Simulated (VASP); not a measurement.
# GdN (P6_3mc) in VASP: single point with PBE

Aim: the single point of GdN with PBE.

All numbers are computed with VASP 6.6.1; they aren't measurements. Logs are shortened: lines on timing, memory, paths and dates and some standing lists are left out, and cuts for length are marked.

### 1 The cell of the first run

It takes space group P6_3mc (No. 186, hexagonal). Conventional cell: a = 3.995 Å, b = 3.995 Å, c = 4.951 Å, α = 90.00°, β = 90.00°, γ = 120.00°. Within 3.1 Å of Gd (site symmetry 3m) lie 5 N at 2.31 to 2.56 Å. Within 3.1 Å of N (site symmetry 3m) lie 5 Gd at 2.31 to 2.56 Å.

### 2 Single point, PBE, collinear spin, ferromagnetic start (17.11 Å³/atom)

Input file INCAR:

```
SYSTEM = GdN
ALGO = Normal
EDIFF = 1E-6
ENCUT = 520
GGA = PE
ISIF = 2
ISMEAR = 0
ISPIN = 2
LASPH = .True.
LCHARG = .True.
LELF = .True.
LMAXMIX = 6
LORBIT = 11
LREAL = .False.
LVHAR = .True.
LWAVE = .False.
MAGMOM = 7.48 7.48 0 0
NBANDS = 35
NELM = 150
PREC = Accurate
SIGMA = 0.05
```

Input file KPOINTS:

```
k-points
0
Gamma
  10 10 8
  0 0 0
```

Input file POSCAR:

```
GdN
1.0
    3.9950989162      0.0000000000      0.0000000000
   -1.9975494581      3.4598571521      0.0000000000
    0.0000000000      0.0000000000      4.9505359187
Gd N
2 2
Direct
    0.6666666667      0.3333333333      0.0544613811
    0.3333333333      0.6666666667      0.5544613811
    0.6666666667      0.3333333333      0.5707386189
    0.3333333333      0.6666666667      0.0707386189
```

Potentials or basis: VASP PAW PBE potentials, release 64 (Gd, N).

Launch:

```
cat potpaw_PBE.64/Gd/POTCAR potpaw_PBE.64/N/POTCAR > POTCAR
mpirun -np 1 vasp_std > vasp.out
```

OUTCAR:

```text
SYSTEM = GdN
   EDIFF = 1E-6
   ENCUT = 520
   GGA = PE
   ISIF = 2
   ISMEAR = 0
   ISPIN = 2
   LASPH = .True.
   LORBIT = 11
   LREAL = .False.
   NELM = 150
   PREC = Accurate

 ion  position               nearest neighbor table
   1  0.667  0.333  0.054-   4 2.31   4 2.31   4 2.31   3 2.39   3 2.56   2 3.38   2 3.38   2 3.38
                             2 3.38   2 3.38   2 3.38
   2  0.333  0.667  0.554-   3 2.31   3 2.31   3 2.31   4 2.39   4 2.56   1 3.38   1 3.38   1 3.38
                             1 3.38   1 3.38   1 3.38
   3  0.667  0.333  0.571-   2 2.31   2 2.31   2 2.31   1 2.39   1 2.56
   4  0.333  0.667  0.071-   1 2.31   1 2.31   1 2.31   2 2.39   2 2.56

  LATTYP: Found a hexagonal cell.
 ALAT       =     3.9950989162
 C/A-ratio  =     1.2391522770

  Lattice vectors:

 A1 = (   3.9950989162,   0.0000000000,   0.0000000000)
 A2 = (  -1.9975494581,   3.4598571521,   0.0000000000)
 A3 = (   0.0000000000,   0.0000000000,   4.9505359187)

Analysis of symmetry for initial positions (statically):
=====================================================================
 Subroutine PRICEL returns:
 Original cell was already a primitive cell.

 Routine SETGRP: Setting up the symmetry group for a
 hexagonal supercell.

 Subroutine GETGRP returns: Found 12 space group operations
 (whereof  6 operations were pure point group operations)
 out of a pool of 24 trial point group operations.

The static configuration has the point symmetry C_3v.
 The point group associated with its full space group is C_6v.

Analysis of symmetry for dynamics (positions and initial velocities):
=====================================================================
 Subroutine PRICEL returns:
 Original cell was already a primitive cell.

 Routine SETGRP: Setting up the symmetry group for a
 hexagonal supercell.

 Subroutine GETGRP returns: Found 12 space group operations
 (whereof  6 operations were pure point group operations)
 out of a pool of 24 trial point group operations.

The dynamic configuration has the point symmetry C_3v.
 The point group associated with its full space group is C_6v.

Analysis of structural, dynamic, and magnetic symmetry:
=====================================================================
 Subroutine PRICEL returns:
 Original cell was already a primitive cell.

 Routine SETGRP: Setting up the symmetry group for a
 hexagonal supercell.

 Subroutine GETGRP returns: Found 12 space group operations
 (whereof  6 operations were pure point group operations)
 out of a pool of 24 trial point group operations.

The overall configuration has the point symmetry C_3v.
 The point group associated with its full space group is C_6v.

 Subroutine INISYM returns: Found 12 space group operations
 (whereof  6 operations are pure point group operations),
 and found     1 'primitive' translations

----------------------------------------------------------------------------------------

                                     Primitive cell

  volume of cell :      68.4286

  direct lattice vectors                    reciprocal lattice vectors
     3.995098916  0.000000000  0.000000000     0.250306694  0.144514637  0.000000000
    -1.997549458  3.459857152  0.000000000     0.000000000  0.289029274  0.000000000
     0.000000000  0.000000000  4.950535919     0.000000000  0.000000000  0.201998332

  length of vectors
     3.995098916  3.995098916  4.950535919     0.289029274  0.289029274  0.201998332

  position of ions in fractional coordinates (direct lattice)
     0.666666667  0.333333333  0.054461381
     0.333333333  0.666666667  0.554461381
     0.666666667  0.333333333  0.570738619
     0.333333333  0.666666667  0.070738619

  ion indices of the primitive-cell ions
   primitive index   ion index
                 1           1
                 2           2
                 3           3
                 4           4

----------------------------------------------------------------------------------------
[... 27 lines left out ...]
  0.000000  0.000000  0.000000      1.000000
  0.100000  0.000000  0.000000      6.000000
  0.200000  0.000000  0.000000      6.000000
  0.300000  0.000000  0.000000      6.000000
  0.400000  0.000000  0.000000      6.000000
  0.500000  0.000000  0.000000      3.000000
[... 16 lines left out ...]
  0.300000  0.100000  0.125000     24.000000
  0.400000  0.100000  0.125000     24.000000
 [... further k-points ...]
   k-points           NKPTS =     70   k-points in BZ     NKDIM =     70   number of bands    NBANDS=     35
   number of dos      NEDOS =    301   number of ions     NIONS =      4
   total plane-waves  NPLWV =  36000
   dimension x,y,z NGX =    30 NGY =   30 NGZ =   40
   dimension x,y,z NGXF=    60 NGYF=   60 NGZF=   80
   ions per type =               2   2
   NGX,Y,Z   is equivalent  to a cutoff of  12.48, 12.48, 13.43 a.u.
   NGXF,Y,Z  is equivalent  to a cutoff of  24.97, 24.97, 26.87 a.u.
 SYSTEM =  GdN
   PREC   = accura    normal or accurate (medium, high low for compatibility)
   ISTART =      0    job   : 0-new  1-cont  2-samecut
   ICHARG =      2    charge: 1-file 2-atom 10-const
   ISPIN  =      2    spin polarized calculation?
   LNONCOLLINEAR =      F non collinear calculations
   LSORBIT =      F    spin-orbit coupling
   LASPH  =      T    aspherical Exc in radial PAW
   ENCUT  =  520.0 eV  38.22 Ry    6.18 a.u.   7.43  7.43  9.20*2*pi/ulx,y,z
   NELM   =    150;   NELMIN=  2; NELMDL= -5     # of ELM steps
   EDIFF  = 0.1E-05   stopping-criterion for ELM
   LREAL  =      F    real-space projection
   EDIFFG = 0.1E-04   stopping-criterion for IOM
   NSW    =      0    number of steps for IOM
   IBRION =     -1    ionic relax: 0-MD 1-quasi-New 2-CG
   NFREE  =      0    steps in history (QN), initial steepest desc. (CG)
   ISIF   =      2    stress and relaxation
   ISYM   =      2    0-nonsym 1-usesym 2-fastsym
   POTIM  = 0.5000    time-step for ionic-motion
   TEBEG  =    0.0;   TEEND  =   0.0 temperature during run
   PSTRESS=    0.0 pullay stress
   NELECT =      46.0000    total number of electrons
   NUPDOWN=      -1.0000    fix difference up-down
   EMIN   =  10.00;   EMAX   =-10.00  energy-range for DOS
   EFERMI =   0.00;   METHOD = LEGACY
   ISMEAR =     0;   SIGMA  =   0.05  broadening in eV -4-tet -1-fermi 0-gaus
   EFERMI_NEDOS =   21; number of points for ismear=-14 and -15
   IALGO  =     38    algorithm
   IMIX   =      4    mixing-type and parameters
     AMIX     =   0.40;   BMIX     =  1.00
     AMIX_MAG =   1.60;   BMIX_MAG =  1.00
  volume/ion in A,a.u.               =      17.11       115.44
  Fermi-wavevector in a.u.,A,eV,Ry     =   1.434107  2.710069 27.982586  2.056662
  Thomas-Fermi vector in A             =   2.553552
   LORBIT       =     11    0 simple, 1 ext, 2 COOP (PROOUT), +10 PAW based schemes
   GGA     = PE    functional components
   LHFCALC =     F    Hartree Fock is set to
   AEXX    =    0.0000 exact exchange contribution
   IVDW    =     0    specifies the selected vdW correction
   LEPSILON=     F    determine dielectric tensor
   LRPA    =     F    only Hartree local field effects (RPA)
 spin polarized calculation
 Gauss-broadening in eV      SIGMA  =   0.05
  energy-cutoff  :      520.00
  volume of cell :       68.43
 maximum number of plane-waves:      1860
 NGX is ok and might be reduce to    30
   NGX = 15   NGY = 15   NGZ = 19

 number of electron      46.0000011 magnetization       9.8643998

 number of electron      46.0000014 magnetization      13.9999946

 Free energy of the ion-electron system (eV)
  ---------------------------------------------------
  ext. energy  EPLUGINS =         0.00000000
  ---------------------------------------------------
  free energy    TOTEN  =       -46.03400269 eV

  energy without entropy =      -46.03400236  energy(sigma->0) =      -46.03400252

 E-fermi :   3.5636     XC(G=0): -10.8067

 val. band max:        3.4547313833   @ k =   0.0000   0.0000   0.0000
 cond. band min:       3.6900269806   @ k =   0.3000   0.3000   0.0000
 fundamental gap:      0.2352955973
 Fermi energy:         3.5635549316

 spin component 1

 k-point     1 :       0.0000    0.0000    0.0000
  band No.  band energies     occupation
      1     -40.3669      1.00000
      2     -40.2126      1.00000
      3     -18.3574      1.00000
      4     -17.8642      1.00000
      5     -17.8642      1.00000
      6     -17.5312      1.00000
[... 901 lines left out ...]
     34       8.2553      0.00000
     35       8.8929      0.00000

 [... further k-points ...]

 spin component 2

 k-point     1 :       0.0000    0.0000    0.0000
  band No.  band energies     occupation
      1     -37.2775      1.00000
      2     -37.0805      1.00000
      3     -16.3436      1.00000
      4     -15.7348      1.00000
      5     -15.7348      1.00000
      6     -15.3290      1.00000
[... 901 lines left out ...]
     34       9.1284      0.00000
     35       9.8775      0.00000

 [... further k-points ...]

------------------------ aborting loop because EDIFF is reached ----------------------------------------

  FORCE on cell =-STRESS in cart. coord.  units (eV):
  Direction    XX          YY          ZZ          XY          YZ          ZX
  --------------------------------------------------------------------------------------
  -------------------------------------------------------------------------------------
  Total        3.2695146      3.2695146      3.2020828      0.0000000      0.0000000      0.0000000
  in kB       76.5518933     76.5518933     74.9730581      0.0000000      0.0000000      0.0000000
  external PRESSURE =      76.0256149 kB  Pullay stress =       0.0000000 kB

 VOLUME and BASIS-vectors are now :
 -----------------------------------------------------------------------------
  energy-cutoff  :      520.00
  volume of cell :       68.43
      direct lattice vectors                 reciprocal lattice vectors
     3.995098916  0.000000000  0.000000000     0.250306694  0.144514637  0.000000000
    -1.997549458  3.459857152  0.000000000     0.000000000  0.289029274  0.000000000
     0.000000000  0.000000000  4.950535919     0.000000000  0.000000000  0.201998332

 POSITION                                       TOTAL-FORCE (eV/Angst)
 -----------------------------------------------------------------------------------
      1.99755      1.15329      0.26961        -0.000000      0.000000      0.005043
     -0.00000      2.30657      2.74488         0.000000      0.000000      0.005043
      1.99755      1.15329      2.82546         0.000000      0.000000     -0.005043
     -0.00000      2.30657      0.35019         0.000000      0.000000     -0.005043
 -----------------------------------------------------------------------------------
    total drift:                               -0.000000     -0.000000      0.001128

  FREE ENERGIE OF THE ION-ELECTRON SYSTEM (eV)
  ---------------------------------------------------
  free  energy   TOTEN  =       -46.0340026890 eV

  energy  without entropy=      -46.0340023584  energy(sigma->0) =      -46.03400252

 total charge

# of ion       s       p       d       f       tot
--------------------------------------------------
    1        2.041   5.662   0.595   7.001  15.299
    2        2.041   5.662   0.595   7.001  15.299
    3        1.258   2.429   0.000   0.000   3.687
    4        1.258   2.429   0.000   0.000   3.687
--------------------------------------------------
tot          6.598  16.181   1.190  14.002  37.971

 magnetization (x)

# of ion       s       p       d       f       tot
--------------------------------------------------
    1       -0.003  -0.081   0.077   6.802   6.795
    2       -0.003  -0.081   0.077   6.802   6.795
    3       -0.008  -0.061   0.000   0.000  -0.068
    4       -0.008  -0.061   0.000   0.000  -0.068
--------------------------------------------------
tot         -0.022  -0.283   0.154  13.604  13.453
```

It took 59 min on 1 thread of Intel Xeon Platinum 8259CL at 2.50GHz (Skylake/Cascade Lake), shared host; peak memory 0.41 GiB.

What came out:

- Free energy: -46.0340 eV
- Pressure: 7.6 GPa
- Largest force: 0.005 eV/Å
- Band gap on the k mesh: 0.24 eV (least direct gap 0.86 eV)
- Net moment: 14.00 μB per cell
- Site moments: Gd +6.79; N -0.07 μB
- Valence electrons inside the program's atomic spheres: Gd 15.30; N 3.69

Forces in eV/Å, atoms in the order of the input:
```
Gd   0.000  0.000  0.005
Gd   0.000  0.000  0.005
N    0.000  0.000 -0.005
N    0.000  0.000 -0.005
```

Levels at points of the mesh, in eV from the valence-band top:
Spin up:
```
           k point  band 28  band 29  band 30  band 31  band 32  band 33
(0.00, 0.00, 0.00)    -2.46    -1.41     0.00     1.48     2.36     2.36
(0.50, 0.00, 0.00)    -1.37    -1.16    -0.76     1.27     2.11     2.38
(0.00, 0.00, 0.50)    -2.94    -2.57    -2.57     2.99     2.99     5.02
(0.50, 0.00, 0.50)    -2.17    -1.37    -1.37     2.79     2.79     4.28
```
Spin down:
| k point | band 12 | band 13 | band 14 | band 15 | band 16 | band 17 | band 18 | band 19 | band 20 | band 21 |
| --- | --- | --- | --- | --- | --- | --- | --- | --- | --- | --- |
| (0.00, 0.00, 0.00) | -2.89 | -2.36 | -2.36 | -1.18 | -1.06 | 0.86 | 1.75 | 1.75 | 1.84 | 1.84 |
| (0.50, 0.00, 0.00) | -2.33 | -1.68 | -1.42 | -1.41 | -1.17 | 1.32 | 1.57 | 1.70 | 1.96 | 1.99 |
| (0.00, 0.00, 0.50) | -2.89 | -2.83 | -2.83 | -2.83 | -2.83 | 1.59 | 1.59 | 1.80 | 1.80 | 1.80 |
| (0.50, 0.00, 0.50) | -3.60 | -2.37 | -2.37 | -1.48 | -1.48 | 1.65 | 1.65 | 1.86 | 1.86 | 1.94 |

Caveat: the cell stands under pressure; spin-orbit coupling is left out, which moves the levels of the heavy elements; semilocal functionals describe open f shells poorly, which spoils levels, moments and volumes.
